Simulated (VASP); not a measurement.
# Cu16O in VASP: single point with PBE+D3(BJ)

Aim: the single point of Cu16O with PBE+D3(BJ).

Everything below comes from runs of VASP 6.6.1. Logs are shortened: lines on timing, memory, paths and dates and some standing lists are left out, and cuts for length are marked.

## 1. The cell of the first run

The cell holds a slab with vacuum, 17 atoms: a = 5.105 Å, b = 5.105 Å, c = 22.753 Å, α = 90.00°, β = 90.00°, γ = 60.00°.

## 2. Single point, PBE+D3(BJ)

INCAR

```
SYSTEM = Cu16O
ALGO     = Normal         ! electronic algorithm
EDIFF    = 1E-6           ! SCF threshold, eV
ENCUT    = 520            ! plane-wave cutoff, eV
GGA      = PE             ! functional
GGA_COMPAT= .FALSE.      
ISIF     = 2              ! what is computed and relaxed
ISMEAR   = 1              ! smearing method
IVDW     = 12             ! dispersion correction
LASPH    = .TRUE.         ! aspherical terms in the spheres
LCHARG   = .FALSE.        ! write CHGCAR
LREAL    = .FALSE.        ! projectors in reciprocal space
LWAVE    = .FALSE.        ! write WAVECAR
NBANDS   = 105            ! bands
NELM     = 120            ! most SCF steps
NELMDL   = -8           
PREC     = Accurate       ! precision mode
SIGMA    = 0.1            ! smearing width, eV
```

KPOINTS

```
k-points
0
G
  2 2 1
  0 0 0
```

POSCAR

```
Cu16O
1.0
    5.1053109602      0.0000000000      0.0000000000
    2.5526554801      4.4213289857      0.0000000000
    0.0000000000      0.0000000000     22.7527034153
Cu O
16 1
Direct
    0.0000000000      0.0000000000      0.1098770500
    0.5000000000      0.0000000000      0.1098770500
    0.0000000000      0.5000000000      0.1098770500
    0.5000000000      0.5000000000      0.1098770500
    0.1666666700      0.1666666700      0.2014808700
    0.6666666700      0.1666666700      0.2014808700
    0.1666666700      0.6666666700      0.2014808700
    0.6666666700      0.6666666700      0.2014808700
    0.8356049900      0.3322090800      0.2899032600
    0.3322003500      0.3322084800      0.2899052900
    0.8333341100      0.8333385600      0.2929304700
    0.3322037300      0.8356109100      0.2899025200
   -0.0053602000     -0.0053790100      0.3827774900
    0.5107680700     -0.0053601100      0.3827825300
   -0.0053562800      0.5107630900      0.3827874600
    0.5000248700      0.5000105900      0.3757282600
    0.1666744400      0.1666554100      0.4313227000
```

Potentials or basis: VASP PAW PBE potentials, release 64 (Cu, O).

Command:

```console
$ cat potpaw_PBE.64/Cu/POTCAR potpaw_PBE.64/O/POTCAR > POTCAR
$ mpirun -np 1 vasp_std > vasp.out
```

OUTCAR:

```text
SYSTEM = Cu16O
   EDIFF = 1E-6
   ENCUT = 520
   GGA = PE
   ISIF = 2
   ISMEAR = 1
   IVDW = 12
   LASPH = .TRUE.
   LREAL = .FALSE.
   NELM = 120
   NELMDL = -8
   PREC = Accurate
 IVDW          = 12

 ion  position               nearest neighbor table
   1  0.000  0.000  0.110-   3 2.55   3 2.55   4 2.55   4 2.55   2 2.55   2 2.55   7 2.55   6 2.55
                             5 2.55
   2  0.500  0.000  0.110-   4 2.55   3 2.55   4 2.55   3 2.55   1 2.55   1 2.55   8 2.55   5 2.55
                             6 2.55
   3  0.000  0.500  0.110-   1 2.55   1 2.55   2 2.55   2 2.55   4 2.55   4 2.55   5 2.55   8 2.55
                             7 2.55
   4  0.500  0.500  0.110-   2 2.55   1 2.55   2 2.55   1 2.55   3 2.55   3 2.55   6 2.55   7 2.55
                             8 2.55
   5  0.167  0.167  0.201-  12 2.49   9 2.49  10 2.49   7 2.55   7 2.55   8 2.55   8 2.55   6 2.55
                             6 2.55   3 2.55   2 2.55   1 2.55
   6  0.667  0.167  0.201-  10 2.50   9 2.50  11 2.55   8 2.55   7 2.55   8 2.55   7 2.55   5 2.55
                             5 2.55   4 2.55   1 2.55   2 2.55
   7  0.167  0.667  0.201-  10 2.50  12 2.50  11 2.55   5 2.55   5 2.55   6 2.55   6 2.55   8 2.55
                             8 2.55   1 2.55   4 2.55   3 2.55
   8  0.667  0.667  0.201-   9 2.50  12 2.50  11 2.55   6 2.55   5 2.55   6 2.55   5 2.55   7 2.55
                             7 2.55   2 2.55   3 2.55   4 2.55
   9  0.836  0.332  0.290-  16 2.45   5 2.49   8 2.50   6 2.50  10 2.54  12 2.54  11 2.55  11 2.55
                            12 2.57  10 2.57  13 2.59  15 2.59
  10  0.332  0.332  0.290-  16 2.45   5 2.49   7 2.50   6 2.50   9 2.54  12 2.54  11 2.55  11 2.55
                            12 2.57   9 2.57  14 2.59  15 2.59
  11  0.833  0.833  0.293-  13 2.49  14 2.49  15 2.49   6 2.55   7 2.55   8 2.55   9 2.55  12 2.55
                            10 2.55  10 2.55  12 2.55   9 2.55
  12  0.332  0.836  0.290-  16 2.45   5 2.49   8 2.50   7 2.50  10 2.54   9 2.54  11 2.55  11 2.55
                             9 2.57  10 2.57  13 2.59  14 2.59
  13  0.995  0.995  0.383-  17 1.88  15 2.47  14 2.47  11 2.49  16 2.56  16 2.56  12 2.59   9 2.59
                            14 2.64  15 2.64
  14  0.511  0.995  0.383-  17 1.88  13 2.47  15 2.47  11 2.49  16 2.56  16 2.56  10 2.59  12 2.59
                            15 2.63  13 2.64
  15  0.995  0.511  0.383-  17 1.88  13 2.47  14 2.47  11 2.49  16 2.56  16 2.56  10 2.59   9 2.59
                            14 2.63  13 2.64
  16  0.500  0.500  0.376-   9 2.45  12 2.45  10 2.45  15 2.56  13 2.56  14 2.56  14 2.56  13 2.56
                            15 2.56
  17  0.167  0.167  0.431-  13 1.88  15 1.88  14 1.88

  LATTYP: Found a hexagonal cell.
 ALAT       =     5.1053109602
 C/A-ratio  =     4.4566733727

  Lattice vectors:

 A1 = (  -2.5526554801,  -4.4213289857,   0.0000000000)
 A2 = (   5.1053109602,   0.0000000000,   0.0000000000)
 A3 = (   0.0000000000,   0.0000000000,  22.7527034153)

Analysis of symmetry for initial positions (statically):
=====================================================================
 Subroutine PRICEL returns:
 Original cell was already a primitive cell.

 Routine SETGRP: Setting up the symmetry group for a
 hexagonal supercell.

 Subroutine GETGRP returns: Found  1 space group operations
 (whereof  1 operations were pure point group operations)
 out of a pool of 24 trial point group operations.

The static configuration has the point symmetry C_1 .

Analysis of symmetry for dynamics (positions and initial velocities):
=====================================================================
 Subroutine PRICEL returns:
 Original cell was already a primitive cell.

 Routine SETGRP: Setting up the symmetry group for a
 hexagonal supercell.

 Subroutine GETGRP returns: Found  1 space group operations
 (whereof  1 operations were pure point group operations)
 out of a pool of 24 trial point group operations.

The dynamic configuration has the point symmetry C_1 .

 Subroutine INISYM returns: Found  1 space group operations
 (whereof  1 operations are pure point group operations),
 and found     1 'primitive' translations

----------------------------------------------------------------------------------------

                                     Primitive cell

  volume of cell :     513.5799

  direct lattice vectors                    reciprocal lattice vectors
     5.105310960  0.000000000  0.000000000     0.195874455 -0.113088169  0.000000000
     2.552655480  4.421328986  0.000000000     0.000000000  0.226176338  0.000000000
     0.000000000  0.000000000 22.752703415     0.000000000  0.000000000  0.043950821

  length of vectors
     5.105310960  5.105310960 22.752703415     0.226176338  0.226176338  0.043950821
[... 47 lines left out ...]

 Generating k-lattice:

  Cartesian coordinates                     Fractional coordinates (reciprocal lattice)
     0.097937227 -0.056544085  0.000000000     0.500000000  0.000000000  0.000000000
     0.000000000  0.113088169  0.000000000     0.000000000  0.500000000  0.000000000
     0.000000000  0.000000000  0.043950821     0.000000000  0.000000000  1.000000000

  Length of vectors
     0.113088169  0.113088169  0.043950821

  Shift w.r.t. Gamma in fractional coordinates (k-lattice)
     0.000000000  0.000000000  0.000000000

 Subroutine IBZKPT returns following result:
 ===========================================

 Found      4 irreducible k-points:

 Following reciprocal coordinates:
            Coordinates               Weight
  0.000000  0.000000  0.000000      1.000000
  0.500000  0.000000  0.000000      1.000000
  0.500000  0.500000  0.000000      1.000000
  0.000000  0.500000  0.000000      1.000000
   k-points           NKPTS =      4   k-points in BZ     NKDIM =      4   number of bands    NBANDS=    105
   number of dos      NEDOS =    301   number of ions     NIONS =     17
   total plane-waves  NPLWV = 288000
   dimension x,y,z NGX =    40 NGY =   40 NGZ =  180
   dimension x,y,z NGXF=    80 NGYF=   80 NGZF=  360
   ions per type =              16   1
   NGX,Y,Z   is equivalent  to a cutoff of  13.03, 13.03, 13.15 a.u.
   NGXF,Y,Z  is equivalent  to a cutoff of  26.05, 26.05, 26.30 a.u.
 SYSTEM =  Cu16O
   PREC   = accura    normal or accurate (medium, high low for compatibility)
   ISTART =      0    job   : 0-new  1-cont  2-samecut
   ICHARG =      2    charge: 1-file 2-atom 10-const
   ISPIN  =      1    spin polarized calculation?
   LNONCOLLINEAR =      F non collinear calculations
   LSORBIT =      F    spin-orbit coupling
   LASPH  =      T    aspherical Exc in radial PAW
   ENCUT  =  520.0 eV  38.22 Ry    6.18 a.u.   9.49  9.49 42.30*2*pi/ulx,y,z
   NELM   =    120;   NELMIN=  2; NELMDL= -8     # of ELM steps
   EDIFF  = 0.1E-05   stopping-criterion for ELM
   LREAL  =      F    real-space projection
   EDIFFG = 0.1E-04   stopping-criterion for IOM
   NSW    =      0    number of steps for IOM
   IBRION =     -1    ionic relax: 0-MD 1-quasi-New 2-CG
   NFREE  =      0    steps in history (QN), initial steepest desc. (CG)
   ISIF   =      2    stress and relaxation
   ISYM   =      2    0-nonsym 1-usesym 2-fastsym
   POTIM  = 0.5000    time-step for ionic-motion
   TEBEG  =    0.0;   TEEND  =   0.0 temperature during run
   PSTRESS=    0.0 pullay stress
   NELECT =     182.0000    total number of electrons
   NUPDOWN=      -1.0000    fix difference up-down
   EMIN   =  10.00;   EMAX   =-10.00  energy-range for DOS
   EFERMI =   0.00;   METHOD = LEGACY
   ISMEAR =     1;   SIGMA  =   0.10  broadening in eV -4-tet -1-fermi 0-gaus
   EFERMI_NEDOS =   21; number of points for ismear=-14 and -15
   IALGO  =     38    algorithm
   IMIX   =      4    mixing-type and parameters
     AMIX     =   0.40;   BMIX     =  1.00
     AMIX_MAG =   1.60;   BMIX_MAG =  1.00
  volume/ion in A,a.u.               =      30.21       203.87
  Fermi-wavevector in a.u.,A,eV,Ry     =   1.158500  2.189247 18.260674  1.342122
  Thomas-Fermi vector in A             =   2.295101
   LORBIT       =      0    0 simple, 1 ext, 2 COOP (PROOUT), +10 PAW based schemes
   GGA     = PE    functional components
   LHFCALC =     F    Hartree Fock is set to
   AEXX    =    0.0000 exact exchange contribution
   IVDW    =    12    specifies the selected vdW correction
   LEPSILON=     F    determine dielectric tensor
   LRPA    =     F    only Hartree local field effects (RPA)
 non-spin polarized calculation
 Methfessel and Paxton  Order N= 1 SIGMA  =   0.10
  energy-cutoff  :      520.00
  volume of cell :      513.58
 maximum number of plane-waves:     13945
 NGX is ok and might be reduce to    40
   NGX = 19   NGY = 19   NGZ = 85

 number of electron     182.0000039 magnetization

 Free energy of the ion-electron system (eV)
  ---------------------------------------------------
  ext. energy  EPLUGINS =         0.00000000
  ---------------------------------------------------
  free energy    TOTEN  =       -61.07538732 eV

  energy without entropy =      -61.04959923  energy(sigma->0) =      -61.06679129

 E-fermi :  -0.3795     XC(G=0):  -5.5581

 val. band max:       -0.3910634290   @ k =   0.0000   0.0000   0.0000
 cond. band min:      -0.3489207492   @ k =   0.5000   0.5000   0.0000
 fundamental gap:      0.0421426797
 Fermi energy:        -0.3794860086

 k-point     1 :       0.0000    0.0000    0.0000
  band No.  band energies     occupation
      1     -18.6085      2.00000
      2      -9.3107      2.00000
      3      -7.9737      2.00000
      4      -6.3348      2.00000
      5      -5.6555      2.00000
      6      -5.6554      2.00000
[... 413 lines left out ...]
    102       4.9174      0.00000
    103       5.8204      0.00000
 [bands above 103 left out]

------------------------ aborting loop because EDIFF is reached ----------------------------------------

 Edisp (eV)   -7.12184

 E8    (eV) :    -3.1541

  FORCE on cell =-STRESS in cart. coord.  units (eV):
  Direction    XX          YY          ZZ          XY          YZ          ZX
  --------------------------------------------------------------------------------------
  -------------------------------------------------------------------------------------
  Total      -2.58208    -2.58222    -1.79575     0.00040    -0.00007    -0.00060
  in kB      -8.05513    -8.05555    -5.60206     0.00126    -0.00023    -0.00187
  external pressure =       -7.24 kB  Pullay stress =        0.00 kB

 VOLUME and BASIS-vectors are now :
 -----------------------------------------------------------------------------
  energy-cutoff  :      520.00
  volume of cell :      513.58
      direct lattice vectors                 reciprocal lattice vectors
     5.105310960  0.000000000  0.000000000     0.195874455 -0.113088169  0.000000000
     2.552655480  4.421328986  0.000000000     0.000000000  0.226176338  0.000000000
     0.000000000  0.000000000 22.752703415     0.000000000  0.000000000  0.043950821

 POSITION                                       TOTAL-FORCE (eV/Angst)
 -----------------------------------------------------------------------------------
      0.00000      0.00000      2.50000         0.003639      0.002105      0.106781
      2.55266      0.00000      2.50000        -0.003632      0.002082      0.106776
      1.27633      2.21066      2.50000        -0.000011     -0.004174      0.106768
      3.82898      2.21066      2.50000        -0.000023     -0.000012      0.053067
      1.27633      0.73689      4.58423         0.000070      0.000093     -0.033343
      3.82898      0.73689      4.58423        -0.000002     -0.191862     -0.005879
[... 9 lines left out ...]
      3.82914      2.21071      8.54883        -0.000108      0.000053      0.044801
      1.27634      0.73684      9.81376         0.000127      0.000089     -0.095553
 -----------------------------------------------------------------------------------
    total drift:                               -0.000003     -0.000011     -0.003071

  FREE ENERGIE OF THE ION-ELECTRON SYSTEM (eV)
  ---------------------------------------------------
  free  energy   TOTEN  =       -68.1972225147 eV

  energy  without entropy=      -68.1714344278  energy(sigma->0) =      -68.18862649
```

Wall time 12 min (1 thread of Intel Xeon Platinum 8375C at 2.90GHz (Ice Lake), shared host); peak memory 0.64 GiB.

Results:

- Free energy: -68.1972 eV
- Largest force: 0.192 eV/Å
- Band gap on the k mesh: 0.04 eV, indirect (least direct gap 0.10 eV)
- Dispersion energy per atom: -0.419 eV

Forces on the atoms (eV/Å):
```
Cu   0.004  0.002  0.107
Cu  -0.004  0.002  0.107
Cu   0.000 -0.004  0.107
Cu   0.000  0.000  0.053
Cu   0.000  0.000 -0.033
Cu   0.000 -0.192 -0.006
Cu  -0.166  0.096 -0.006
Cu   0.166  0.096 -0.006
Cu  -0.048  0.028 -0.066
Cu   0.049  0.028 -0.066
Cu   0.000  0.000 -0.099
Cu   0.000 -0.056 -0.066
Cu  -0.128 -0.074  0.009
Cu   0.128 -0.074  0.008
Cu   0.000  0.148  0.008
Cu   0.000  0.000  0.045
O    0.000  0.000 -0.096
```

Caveat: the k points lie up to 0.71 Å⁻¹ apart.
